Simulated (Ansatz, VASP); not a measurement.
# One calculation of SiC, two programs

```xyz
8
Lattice="3.0941 0.0000 0.0000 -1.5471 2.6796 0.0201 0.0000 0.0760 10.1293" Properties=species:S:1:pos:R:3 pbc="T T T"
Si    1.5471    0.9644    9.5064
Si    0.0000    1.8197    4.4485
Si    0.0000    0.0523    6.9680
Si    0.0000    0.0143    1.9033
C     1.5471    0.9502    7.6018
C     0.0000    1.8054    2.5438
C     0.0000    0.0380    5.0692
C     0.0000    0.0000    0.0045
```

Change from the starting cell: strain +0.0150 x Voigt [0, 0, 0, 1, 0, 0], atoms carried along.

Alike in both runs: task single point; functional PBE; k mesh 12 × 12 × 4; occupations gaussian, width 0.05 eV; no spin polarisation.

|  | VASP | Ansatz |
| --- | --- | --- |
| version | VASP 6.6.1 | Ansatz 0.2.0 |
| potentials or method | VASP PAW PBE potentials, release 64 (Si, C), cutoff 520 eV | scalar-relativistic, plane waves, PAW |
| valence electrons in the cell | 32 | 32 |

VASP gave:

```
gap on the k mesh at the Fermi level (eV)                     : 2.18
least direct gap on the mesh (eV)                             : 3.33
pressure (GPa)                                                : 0.0
traceless stress, the component that is largest in VASP (GPa) : -2.52
rms of the force components (eV/Å)                            : 0.043
```

Q: Which values does Ansatz return?

A: gap on the k mesh at the Fermi level (eV): 2.18; least direct gap on the mesh (eV): 3.33; pressure (GPa): 0.0; traceless stress, the component that is largest in VASP (GPa): -2.51; rms of the force components (eV/Å): 0.043.

Atom by atom the forces differ by 0.000 eV/Å (rms over components).
